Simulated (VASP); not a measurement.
Write the native input for VASP 6.6.1 that does the following.

```yaml
Task: single point
Functional: PBEsol
Potentials_or_basis: VASP PAW PBE potentials, release 64 (F)
Cutoff: 520 eV
k_mesh: 9 × 9 × 4
Occupations: fermi-dirac, width 0.05 eV
Spin: no spin polarisation
Dipole_correction: no
Further_INCAR_settings: ALGO = Normal; EDIFF = 1e-06; NBANDS = 22
```

The structure of F lies in POSCAR:

```
F
1.0
    3.0297675169     -1.8037383365      0.1745216225
    3.0297675169      1.8037383365      0.1745216225
   -1.2392294090      0.0000000000      6.7829971012
F
4
Direct
    0.9217777019      0.5857884117      0.0939778158
    0.4142115883      0.0782222981      0.4060221842
    0.0782222981      0.4142115883      0.9060221842
    0.5857884117      0.9217777019      0.5939778158
```

One way to write it, as run:

INCAR

```
SYSTEM = F
PREC = Accurate
ENCUT = 520
EDIFF = 1E-6
ISMEAR = -1
SIGMA = 0.05
LREAL = .FALSE.
LASPH = .TRUE.
NELM = 60
ALGO = Normal
ISIF = 2
LWAVE = .FALSE.
LCHARG = .TRUE.
GGA = PS
LELF = .TRUE.
LVHAR = .TRUE.
NBANDS = 22
```

KPOINTS

```
Automatic mesh
0
G
  9 9 4
  0 0 0
```

Potentials or basis: VASP PAW PBE potentials, release 64 (F).

Run with:

```sh
$ cat potpaw_PBE.64/F/POTCAR > POTCAR
$ mpirun -np 1 vasp_std > vasp.out
```

Results of the run:

The pressure is -1.1 GPa and the largest force is 0.250 eV/Å. The band gap on the k mesh is 2.89 eV.

Caveat: this functional lacks dispersion, which holds the molecules together, so the pressure and a relaxed volume are unreliable; the PAW data sets were made with another functional, which shifts forces and pressure a little.

It took 61 s on 1 thread of AMD EPYC 9R45 96-Core Processor (Zen 5), on a shared host, peak memory 0.21 GiB.
